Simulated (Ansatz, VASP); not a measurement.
# Zn4SnN in VASP and in Ansatz

```xyz
6
Lattice="0.0000 3.5892 3.5892 3.5892 0.0000 3.5892 3.5892 3.5892 0.0000" Properties=species:S:1:pos:R:3 pbc="T T T"
Zn    6.2880    4.4796    4.4796
Zn    4.4796    6.2880    4.4796
Zn    4.4796    4.4796    6.2880
Zn    6.2880    6.2880    6.2880
Sn    3.5892    3.5892    3.5892
N     1.7946    1.7946    1.7946
```

Change from the starting cell: species swapped into the DyNi4Au type (F-43m, No. 216).

Alike in both runs: task relaxation of cell and atoms; functional PBE; k mesh 10 × 10 × 10; occupations gaussian, width 0.1 eV; no spin polarisation.

|  | VASP | Ansatz |
| --- | --- | --- |
| version | VASP 6.6.1 | Ansatz 0.2.0 |
| potentials or method | VASP PAW PBE potentials, release 64 (Zn, Sn_d, N), cutoff 600 eV | scalar-relativistic, plane waves, PAW |
| valence electrons in the cell | 67 | 67 |

Ansatz gave:

```
gap on the k mesh at the Fermi level, each at its own relaxed structure (eV) : none
relaxed volume (Å³/atom)                                                     : 16.01
relaxed length of the cell vector where the two differ most in proportion (Å)              : 5.141
```

Question: Estimate VASP's values.

Answer: gap on the k mesh at the Fermi level, each at its own relaxed structure (eV): none; relaxed volume (Å³/atom): 16.05; relaxed length of the cell vector where the two differ most in proportion (Å): 5.145.

A gap of «none» marks a metal or a gap that the smearing closes.
